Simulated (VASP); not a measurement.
Set up this calculation in VASP 6.6.1, as the native input.

```yaml
Task: single point
Functional: r2SCAN
Potentials_or_basis: VASP PAW PBE potentials, release 64 (Fe, Co)
Cutoff: 520 eV
k_mesh: 12 × 12 × 12
Occupations: gaussian, width 0.1 eV
Spin: collinear spin, ferromagnetic start
Starting_moments: "[3.21, 2.09, 2.09, 2.09] μB"
Dipole_correction: no
Further_INCAR_settings: ALGO = Normal; EDIFF = 1e-07; NBANDS = 30
```

The system is FeCo3.

```
CELL_PARAMETERS angstrom
3.65127 0.00000 0.00000
0.00000 3.65127 0.00000
0.00000 0.00000 3.65127
ATOMIC_POSITIONS crystal
Fe 0.00000 0.00000 0.00000
Co 0.50000 0.50000 0.00000
Co 0.50000 0.00000 0.50000
Co 0.00000 0.50000 0.50000
```

These files were run (other wordings do the same):

POSCAR

```
FeCo3
1.0
    3.6512705547      0.0000000000      0.0000000000
    0.0000000000      3.6512705547      0.0000000000
    0.0000000000      0.0000000000      3.6512705547
Fe Co
1 3
Direct
    0.0000000000      0.0000000000      0.0000000000
    0.5000000000      0.5000000000      0.0000000000
    0.5000000000      0.0000000000      0.5000000000
    0.0000000000      0.5000000000      0.5000000000
```

INCAR.step1

```
ALGO = Normal
EDIFF = 1E-4
ENCUT = 520
GGA = PE
ISMEAR = 0
ISPIN = 2
LASPH = True
LCHARG = False
LMAXMIX = 4
LREAL = False
LWAVE = True
MAGMOM = 3.21 2.09 2.09 2.09
NBANDS = 30
NELM = 150
PREC = Accurate
SIGMA = 0.1
```

INCAR.step2

```
ALGO = Normal
EDIFF = 1E-7
ENCUT = 520
ISIF = 2
ISMEAR = 0
ISPIN = 2
ISTART = 1
LASPH = True
LCHARG = False
LMAXMIX = 4
LMIXTAU = True
LORBIT = 11
LREAL = False
LWAVE = False
MAGMOM = 3.21 2.09 2.09 2.09
METAGGA = R2SCAN
NBANDS = 30
NELM = 150
PREC = Accurate
SIGMA = 0.1
```

KPOINTS

```
k-points
0
Gamma
  12 12 12
```

Potentials or basis: VASP PAW PBE potentials, release 64 (Fe, Co).

The run is started by

```console
$ cat potpaw_PBE.64/Fe/POTCAR potpaw_PBE.64/Co/POTCAR > POTCAR
$ cp INCAR.step1 INCAR
$ mpirun -np 1 vasp_std > vasp.out
$ cp INCAR.step2 INCAR
$ mpirun -np 1 vasp_std > vasp.out
```

Results of the run:

| Quantity | Value |
| --- | --- |
| Pressure | -15.7 GPa |
| Net moment | 8.35 μB per cell |
| Site moments | Fe +3.00; Co +1.89 μB |
| Valence electrons inside the program's atomic spheres | Fe 7.02; Co 8.13 |

Caveat: the cell stands under tension; the PAW data sets were made with another functional, which shifts forces and pressure a little.

Run time: 17 min on 1 thread of Intel Xeon 8259CL (shared host), peak memory 0.32 GiB.
